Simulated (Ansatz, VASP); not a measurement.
SiO2 in VASP and in Ansatz

```
Si O
1.0
     4.15448    0.00000    0.00000
     0.00000    4.15448    0.00000
     0.00000    0.00000    2.66197
Si O
2 4
Direct
  0.50000 0.50000 0.50000
  0.00000 0.00000 0.00000
  0.69442 0.69442 0.00000
  0.19442 0.80558 0.50000
  0.30558 0.30558 0.00000
  0.80558 0.19442 0.50000
```

Alike in both runs: task relaxation of cell and atoms; functional LDA; k mesh 6 × 6 × 8; occupations gaussian, width 0.02 eV; no spin polarisation.

```csv
,VASP,Ansatz
version,VASP 6.6.1,Ansatz 0.2.0
potentials or method,"VASP PAW LDA potentials, release 64 (Si, O), cutoff 600 eV","scalar-relativistic, plane waves, PAW"
valence electrons in the cell,32,32
```

VASP gave:

```
gap on the k mesh at the Fermi level, each at its own relaxed structure (eV) : 5.78
relaxed volume (Å³/atom)                                                     : 7.67
relaxed cell length with the largest relative difference (Å)                 : 2.666
```

Task: Estimate Ansatz's values.

Result: gap on the k mesh at the Fermi level, each at its own relaxed structure (eV): 5.81; relaxed volume (Å³/atom): 7.66; relaxed cell length with the largest relative difference (Å): 2.662.

LDA's correlation is that of Perdew and Zunger in VASP and of Perdew and Wang (1992) in Ansatz.
